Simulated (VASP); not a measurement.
## ZrO2 (Cubic zirconia): single point with LDA

ZrO2 (Cubic zirconia):

```
Zr O
1.0
     3.58503    0.00000    0.00000
     1.79252    3.10473    0.00000
     1.79252    1.03491    2.92717
Zr O
1 2
Direct
  0.00000 0.00000 0.00000
  0.25000 0.25000 0.25000
  0.75000 0.75000 0.75000
```

| Quantity | Value |
| --- | --- |
| Program | VASP 6.6.1 |
| Task | single point |
| Functional | LDA |
| Potentials or basis | VASP PAW LDA potentials, release 64 (Zr_sv, O) |
| Cutoff | 600 eV |
| k mesh | 6 × 6 × 6 |
| Occupations | gaussian, width 0.01 eV |
| Spin | no spin polarisation |
| Dipole correction | no |
| Further INCAR settings | ALGO = Normal; EDIFF = 1e-06; NBANDS = 19 |

```json
{
 "Pressure": "-6.1 GPa",
 "Band gap on the k mesh": "3.26 eV, indirect (least direct gap 3.70 eV)"
}
```

Levels at points of the mesh, in eV from the valence-band top:
| k point | band 8 | band 9 | band 10 | band 11 | band 12 | band 13 | band 14 | band 15 | band 16 | band 17 |
| --- | --- | --- | --- | --- | --- | --- | --- | --- | --- | --- |
| (0.00, 0.00, 0.00) | -5.36 | -5.36 | -0.55 | -0.55 | -0.55 | 3.26 | 3.26 | 6.48 | 9.54 | 9.54 |
| (0.50, 0.00, 0.00) | -4.33 | -2.59 | -2.51 | -1.67 | -1.67 | 3.94 | 3.94 | 6.23 | 8.59 | 8.59 |
| (0.50, 0.50, 0.00) | -3.20 | -3.20 | -1.54 | -1.54 | 0.00 | 3.70 | 4.72 | 5.97 | 7.38 | 7.38 |

Wall time 29 s on 1 thread of Intel Xeon 8259CL (shared host), peak memory 0.15 GiB.

A k mesh can miss the band edges. Expect the measured gap to be larger: semilocal functionals such as LDA lack the derivative discontinuity.
